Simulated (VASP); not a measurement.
# TaN (P-6m2) in VASP: further runs

Aim: see how the results for TaN move with the level of theory and the settings. Levels: PBE-based screened hybrid with 15 % exact exchange, PBE-based screened hybrid with 20 % exact exchange, PBEsol, LDA+U. Tasks: single point.

All numbers are computed with VASP 6.6.1; they aren't measurements. Logs are shortened: lines on timing, memory, paths and dates and some standing lists are left out, and cuts for length are marked.

## (1) The cell of the first run

Symmetry: P-6m2, No. 187, hexagonal system. Conventional cell: a = 2.938 Å, b = 2.938 Å, c = 2.883 Å, α = 90.00°, β = 90.00°, γ = 120.00°. Within 3.0 Å of Ta (site symmetry -6m2) lie 6 N at 2.23 Å and 8 Ta at 2.88 to 2.94 Å. N (site symmetry -6m2) has 6 Ta at 2.23 Å and 8 N at 2.88 to 2.94 Å within 3.0 Å.

## (2) Single point, PBE-based screened hybrid with 15 % exact exchange

Contents of POSCAR:

```
TaN
1.0
    2.9380000000      0.0000000000      0.0000000000
   -1.4690000000      2.5443826363      0.0000000000
    0.0000000000      0.0000000000      2.8830000000
Ta N
1 1
Direct
    0.0000000000      0.0000000000      0.5000000000
    0.6666666667      0.3333333333      0.0000000000
```

Contents of INCAR.step1:

```
PREC = Accurate
ENCUT = 520
EDIFF = 1E-5
ISMEAR = -1
SIGMA = 0.05
LREAL = F
LASPH = T
NELM = 100
ALGO = Normal
ISIF = 2
LWAVE = T
LCHARG = F
GGA = PE
NBANDS = 15
```

Contents of INCAR.step2:

```
PREC = Accurate
ENCUT = 520
EDIFF = 1E-7
ISMEAR = -1
SIGMA = 0.05
LREAL = F
LASPH = T
NELM = 100
ALGO = Normal
ISIF = 2
LWAVE = F
LCHARG = F
GGA = PE
LHFCALC = T
AEXX = 0.15
HFSCREEN = 0.2
PRECFOCK = Normal
ISTART = 1
NBANDS = 15
```

Contents of KPOINTS:

```
Automatic mesh
0
Gamma
  5 5 5
```

Potentials or basis: VASP PAW PBE potentials, release 64 (Ta_pv, N).

Command:

```console
cat potpaw_PBE.64/Ta_pv/POTCAR potpaw_PBE.64/N/POTCAR > POTCAR
cp INCAR.step1 INCAR
mpirun -np 1 vasp_std > vasp.out
cp INCAR.step2 INCAR
mpirun -np 1 vasp_std > vasp.out
```

OUTCAR:

```text
PREC = Accurate
   ENCUT = 520
   EDIFF = 1E-7
   ISMEAR = -1
   LREAL = F
   LASPH = T
   NELM = 100
   ISIF = 2
   GGA = PE
   LHFCALC = T
   AEXX = 0.15
   HFSCREEN = 0.2
   PRECFOCK = Normal
   ISTART = 1

 ion  position               nearest neighbor table
   1  0.000  0.000  0.500-   2 2.23   2 2.23   2 2.23   2 2.23   2 2.23   2 2.23
   2  0.667  0.333  0.000-   1 2.23   1 2.23   1 2.23   1 2.23   1 2.23   1 2.23

  LATTYP: Found a hexagonal cell.
 ALAT       =     2.9380000000
 C/A-ratio  =     0.9812797822

  Lattice vectors:

 A1 = (   2.9380000000,   0.0000000000,   0.0000000000)
 A2 = (  -1.4690000000,   2.5443826363,   0.0000000000)
 A3 = (   0.0000000000,   0.0000000000,   2.8830000000)

Analysis of symmetry for initial positions (statically):
=====================================================================
 Subroutine PRICEL returns:
 Original cell was already a primitive cell.

 Routine SETGRP: Setting up the symmetry group for a
 hexagonal supercell.

 Subroutine GETGRP returns: Found 12 space group operations
 (whereof 12 operations were pure point group operations)
 out of a pool of 24 trial point group operations.

The static configuration has the point symmetry D_3h.

Analysis of symmetry for dynamics (positions and initial velocities):
=====================================================================
 Subroutine PRICEL returns:
 Original cell was already a primitive cell.

 Routine SETGRP: Setting up the symmetry group for a
 hexagonal supercell.

 Subroutine GETGRP returns: Found 12 space group operations
 (whereof 12 operations were pure point group operations)
 out of a pool of 24 trial point group operations.

The dynamic configuration has the point symmetry D_3h.

 Subroutine INISYM returns: Found 12 space group operations
 (whereof 12 operations are pure point group operations),
 and found     1 'primitive' translations

----------------------------------------------------------------------------------------

                                     Primitive cell

  volume of cell :      21.5516

  direct lattice vectors                    reciprocal lattice vectors
     2.938000000  0.000000000  0.000000000     0.340367597  0.196511324  0.000000000
    -1.469000000  2.544382636  0.000000000     0.000000000  0.393022648  0.000000000
     0.000000000  0.000000000  2.883000000     0.000000000  0.000000000  0.346860909

  length of vectors
     2.938000000  2.938000000  2.883000000     0.393022648  0.393022648  0.346860909

  position of ions in fractional coordinates (direct lattice)
     0.000000000  0.000000000  0.500000000
     0.666666667  0.333333333  0.000000000

  ion indices of the primitive-cell ions
   primitive index   ion index
                 1           1
                 2           2

----------------------------------------------------------------------------------------

 KPOINTS: Automatic mesh

Automatic generation of k-mesh.
 Grid dimensions read from file:
 generate k-points for:    5    5    5

 Generating k-lattice:

  Cartesian coordinates                     Fractional coordinates (reciprocal lattice)
     0.068073519  0.039302265  0.000000000     0.200000000  0.000000000  0.000000000
     0.000000000  0.078604530  0.000000000     0.000000000  0.200000000  0.000000000
     0.000000000  0.000000000  0.069372182     0.000000000  0.000000000  0.200000000

  Length of vectors
     0.078604530  0.078604530  0.069372182

  Shift w.r.t. Gamma in fractional coordinates (k-lattice)
     0.000000000  0.000000000  0.000000000

 Subroutine IBZKPT returns following result:
 ===========================================

 Found     15 irreducible k-points:

 Following reciprocal coordinates:
            Coordinates               Weight
  0.000000  0.000000  0.000000      1.000000
  0.200000  0.000000  0.000000      6.000000
  0.400000  0.000000  0.000000      6.000000
  0.200000  0.200000  0.000000      6.000000
  0.400000  0.200000  0.000000      6.000000
  0.000000  0.000000  0.200000      2.000000
  0.200000  0.000000  0.200000     12.000000
  0.400000  0.000000  0.200000     12.000000
  0.200000  0.200000  0.200000     12.000000
  0.400000  0.200000  0.200000     12.000000
  0.000000  0.000000  0.400000      2.000000
  0.200000  0.000000  0.400000     12.000000
  0.400000  0.000000  0.400000     12.000000
  0.200000  0.200000  0.400000     12.000000
  0.400000  0.200000  0.400000     12.000000
   k-points           NKPTS =     15   k-points in BZ     NKDIM =    125   number of bands    NBANDS=     15
   number of dos      NEDOS =    301   number of ions     NIONS =      2
   total plane-waves  NPLWV =  13824
   dimension x,y,z NGX =    24 NGY =   24 NGZ =   24
   dimension x,y,z NGXF=    48 NGYF=   48 NGZF=   48
   ions per type =               1   1
   NGX,Y,Z   is equivalent  to a cutoff of  13.58, 13.58, 13.84 a.u.
   NGXF,Y,Z  is equivalent  to a cutoff of  27.16, 27.16, 27.68 a.u.
 SYSTEM =  unknown system
   PREC   = accura    normal or accurate (medium, high low for compatibility)
   ISTART =      1    job   : 0-new  1-cont  2-samecut
   ICHARG =      0    charge: 1-file 2-atom 10-const
   ISPIN  =      1    spin polarized calculation?
   LNONCOLLINEAR =      F non collinear calculations
   LSORBIT =      F    spin-orbit coupling
   LASPH  =      T    aspherical Exc in radial PAW
   ENCUT  =  520.0 eV  38.22 Ry    6.18 a.u.   5.46  5.46  5.36*2*pi/ulx,y,z
   NELM   =    100;   NELMIN=  2; NELMDL=  0     # of ELM steps
   EDIFF  = 0.1E-06   stopping-criterion for ELM
   LREAL  =      F    real-space projection
   EDIFFG = 0.1E-05   stopping-criterion for IOM
   NSW    =      0    number of steps for IOM
   IBRION =     -1    ionic relax: 0-MD 1-quasi-New 2-CG
   NFREE  =      0    steps in history (QN), initial steepest desc. (CG)
   ISIF   =      2    stress and relaxation
   ISYM   =      3    0-nonsym 1-usesym 2-fastsym
   POTIM  = 0.5000    time-step for ionic-motion
   TEBEG  =    0.0;   TEEND  =   0.0 temperature during run
   PSTRESS=    0.0 pullay stress
   NELECT =      16.0000    total number of electrons
   NUPDOWN=      -1.0000    fix difference up-down
   EMIN   =  10.00;   EMAX   =-10.00  energy-range for DOS
   EFERMI =   0.00;   METHOD = LEGACY
   ISMEAR =    -1;   SIGMA  =   0.05  broadening in eV -4-tet -1-fermi 0-gaus
   EFERMI_NEDOS =   21; number of points for ismear=-14 and -15
   IALGO  =     38    algorithm
   IMIX   =      1    mixing-type and parameters
     AMIX     =   0.40;   BMIX     =  1.00
     AMIX_MAG =   1.60;   BMIX_MAG =  1.00
  volume/ion in A,a.u.               =      10.78        72.72
  Fermi-wavevector in a.u.,A,eV,Ry     =   1.482365  2.801264 29.897531  2.197407
  Thomas-Fermi vector in A             =   2.596160
   LORBIT       =      0    0 simple, 1 ext, 2 COOP (PROOUT), +10 PAW based schemes
   GGA     = PE    functional components
   LHFCALC =     T    Hartree Fock is set to
   PRECFOCK=normal    Normal, Fast or Accurate (Low or Medium for compatibility)
   ENCUT4O =  -1.0   cutoff for four orbital integrals eV
   NKREDX  =     1    reduce k-point grid by
   NKREDY  =     1    reduce k-point grid by
   NKREDZ  =     1    reduce k-point grid by
   AEXX    =    0.1500 exact exchange contribution
   HFSCREEN=    0.2000 screening length (either q_TF or 0.3 A-1)
   HFSCREENC=   0.2000 screening length for correlation (either q_TF or 0.3 A-1)
   ENCUTFOCK=  -1.0 apply spherical cutoff to Coloumb kernel
   IVDW    =     0    specifies the selected vdW correction
   LEPSILON=     F    determine dielectric tensor
   LRPA    =     F    only Hartree local field effects (RPA)
 non-spin polarized calculation
  energy-cutoff  :      520.00
  volume of cell :       21.55
 maximum number of plane-waves:       599
 NGX is ok and might be reduce to    24
  NGX = 18; NGY = 18; NGZ = 18

 number of electron      16.0000001 magnetization

 Free energy of the ion-electron system (eV)
  ---------------------------------------------------
  ext. energy  EPLUGINS =         0.00000000
  ---------------------------------------------------
  free energy    TOTEN  =       -24.83660021 eV

  energy without entropy =      -24.83438213  energy(sigma->0) =      -24.83549117

 E-fermi :   8.3052     XC(G=0): -11.8656

 val. band max:        8.3051587627   @ k =   0.0000   0.0000   0.4000
 cond. band min:       8.3051589576   @ k =   0.0000   0.0000   0.4000
 fundamental gap:      0.0000001949
 Fermi energy:         8.3051588635

 k-point     1 :       0.0000    0.0000    0.0000
  band No.  band energies     occupation
      1     -28.1864      2.00000
      2     -27.9232      2.00000
      3     -27.9232      2.00000
      4     -10.9446      2.00000
      5       3.1393      2.00000
      6       3.1393      2.00000
      7       3.5659      2.00000
      8       4.8586      2.00000
      9      10.7523      0.00000
     10      12.1839      0.00000
     11      12.1839      0.00000
     12      12.6740      0.00000
     13      12.6740      0.00000
     14      21.8858      0.00000
     15      22.7127      0.00000

 k-point     2 :       0.2000    0.0000    0.0000
  band No.  band energies     occupation
      1     -28.3325      2.00000
      2     -28.1316      2.00000
      3     -28.0114      2.00000
      4     -10.1555      2.00000
      5       1.3232      2.00000
      6       3.7068      2.00000
      7       3.8816      2.00000
      8       4.4690      2.00000
      9      10.8423      0.00000
     10      12.2844      0.00000
     11      12.3985      0.00000
     12      13.1812      0.00000
     13      13.4895      0.00000
     14      21.8797      0.00000
     15      22.7085      0.00000
[... 203 lines left out ...]
      3     -28.1313      2.00000
      4      -8.7031      2.00000
      5       0.4177      2.00000
      6       0.9907      2.00000
      7       3.1986      2.00000
      8       6.3863      2.00000
      9      11.7970      0.00000
     10      12.5025      0.00000
     11      13.4571      0.00000
     12      15.2804      0.00000
     13      18.9003      0.00000
     14      21.9780      0.00000
     15      22.7045      0.00000

 k-point    15 :       0.4000    0.2000    0.4000
  band No.  band energies     occupation
      1     -28.7907      2.00000
      2     -28.7522      2.00000
      3     -28.3070      2.00000
      4      -8.7627      2.00000
      5      -0.1912      2.00000
      6       0.9219      2.00000
      7       3.2019      2.00000
      8       7.3562      2.00000
      9      12.9204      0.00000
     10      13.4334      0.00000
     11      14.7526      0.00000
     12      15.8740      0.00000
     13      18.5438      0.00000
     14      20.5455      0.00000
     15      22.2711      0.00000

------------------------ aborting loop because EDIFF is reached ----------------------------------------

  FORCE on cell =-STRESS in cart. coord.  units (eV):
  Direction    XX          YY          ZZ          XY          YZ          ZX
  --------------------------------------------------------------------------------------
  -------------------------------------------------------------------------------------
  Total       -0.0621369     -0.0621369     -0.1094488     -0.0000000      0.0000000      0.0000000
  in kB       -4.6193571     -4.6193571     -8.1365930     -0.0000000      0.0000000      0.0000000
  external PRESSURE =      -5.7917691 kB  Pullay stress =       0.0000000 kB

 VOLUME and BASIS-vectors are now :
 -----------------------------------------------------------------------------
  energy-cutoff  :      520.00
  volume of cell :       21.55
      direct lattice vectors                 reciprocal lattice vectors
     2.938000000  0.000000000  0.000000000     0.340367597  0.196511324  0.000000000
    -1.469000000  2.544382636  0.000000000     0.000000000  0.393022648  0.000000000
     0.000000000  0.000000000  2.883000000     0.000000000  0.000000000  0.346860909

 POSITION                                       TOTAL-FORCE (eV/Angst)
 -----------------------------------------------------------------------------------
      0.00000      0.00000      1.44150         0.000000      0.000000      0.000000
      1.46900      0.84813      0.00000        -0.000000     -0.000000      0.000000
 -----------------------------------------------------------------------------------
    total drift:                               -0.000000     -0.000001     -0.000000

  FREE ENERGIE OF THE ION-ELECTRON SYSTEM (eV)
  ---------------------------------------------------
  free  energy   TOTEN  =       -24.8366002061 eV

  energy  without entropy=      -24.8343821340  energy(sigma->0) =      -24.83549117
```

Run time: 8.7 min. Hardware: 1 thread of Intel Xeon Platinum 8488C (Sapphire Rapids), shared host; peak memory 0.25 GiB.

What came out:

| Quantity | Value |
| --- | --- |
| Free energy | -24.8366 eV |
| Pressure | -0.6 GPa |
| Band gap on the k mesh | zero (filled and empty bands touch) |

Levels at points of the mesh, in eV from the Fermi level:
```tsv
k point	band 6	band 7	band 8	band 9	band 10	band 11
(0.00, 0.00, 0.00)	-5.17	-4.74	-3.45	2.45	3.88	3.88
```

Caveat: the k points lie up to 0.49 Å⁻¹ apart; the PAW data sets were made with another functional, which shifts forces and pressure a little; spin-orbit coupling is left out, which moves the levels of the heavy elements.

(Continued in part 2 of 2.)

The gap in the log of VASP goes by the Fermi energy; the results here count the filled bands.